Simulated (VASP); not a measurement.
Write the native input for VASP 6.6.1 that does the following.

```yaml
Task: single point
Functional: PBEsol
Potentials_or_basis: VASP PAW PBE potentials, release 64 (Ge_d)
Cutoff: 520 eV
k_mesh: 14 × 14 × 14
Occupations: gaussian, width 0.1 eV
Spin: no spin polarisation
Dipole_correction: no
Further_INCAR_settings: ALGO = Normal; EDIFF = 1e-06; NBANDS = 21
```

The structure of Ge lies in POSCAR:

```
Ge
1.0
    0.0000000000      2.8926153389      2.8926153389
    2.8926153389      0.0000000000      2.8926153389
    2.8926153389      2.8926153389      0.0000000000
Ge
2
Direct
    0.5000000000      0.5000000000      0.5000000000
    0.7500000000      0.7500000000      0.7500000000
```

This cell differs from its parent crystal: strained.

The input as run:

INCAR

```
PREC     = Accurate       # precision mode
ENCUT    = 520            # plane-wave cutoff, eV
EDIFF    = 1E-6           # SCF threshold, eV
ISMEAR   = 0              # smearing method
SIGMA    = 0.1            # smearing width, eV
LREAL    = False          # projectors in reciprocal space
LASPH    = True           # aspherical terms in the spheres
NELM     = 80             # most SCF steps
ALGO     = Normal         # electronic algorithm
ISIF     = 2              # what is computed and relaxed
LWAVE    = False          # write WAVECAR
LCHARG   = False          # write CHGCAR
GGA      = PS             # functional
NBANDS   = 21             # bands
```

KPOINTS

```
regular mesh
0
Gamma
  14 14 14
```

Potentials or basis: VASP PAW PBE potentials, release 64 (Ge_d).

Command:

```sh
$ cat potpaw_PBE.64/Ge_d/POTCAR > POTCAR
$ mpirun -np 1 vasp_std > vasp.out
```

Results of the run:

```json
{"Pressure": "-3.4 GPa", "Band gap on the k mesh": "zero (bands 14 and 15 overlap by 0.07 eV)"}
```

Caveat: the cell differs from its parent crystal (strained); the cell stands under tension; semilocal functionals underestimate gaps, so a narrow gap can read as zero; the PAW data sets were made with another functional, which shifts forces and pressure a little.

Wall time 110 s on 1 thread of Intel(R) Xeon(R) Platinum 8488C (Sapphire Rapids) (shared host), peak memory 0.22 GiB.
